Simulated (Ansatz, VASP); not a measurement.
Bi in VASP and in Ansatz

```xyz
1
Lattice="-1.9814 1.9814 1.9814 1.9814 -1.9814 1.9814 1.9814 1.9814 -1.9814" Properties=species:S:1:pos:R:3 pbc="T T T"
Bi    0.0000    0.0000    0.0000
```

Alike in both runs: task relaxation of cell and atoms; functional PBE; dispersion D3(BJ); k mesh 9 × 9 × 9; occupations fermi-dirac, width 0.05 eV; no spin polarisation.

|  | VASP | Ansatz |
| --- | --- | --- |
| version | VASP 6.6.1 | Ansatz 0.2.0 |
| potentials or method | VASP PAW PBE potentials, release 64 (Bi_d), cutoff 600 eV | all-electron LAPW, scalar-relativistic |

|  | VASP | Ansatz | Ansatz less VASP |
| --- | --- | --- | --- |
| relaxed volume (Å³/atom) | 30.17 | 30.19 | +0.023 |
| relaxed cell length with the largest relative difference (Å) | 3.397 | 3.397 | +0.0009 |

Ansatz ran all-electron here, and VASP with PAW potentials.

Neither program's run includes spin-orbit coupling.
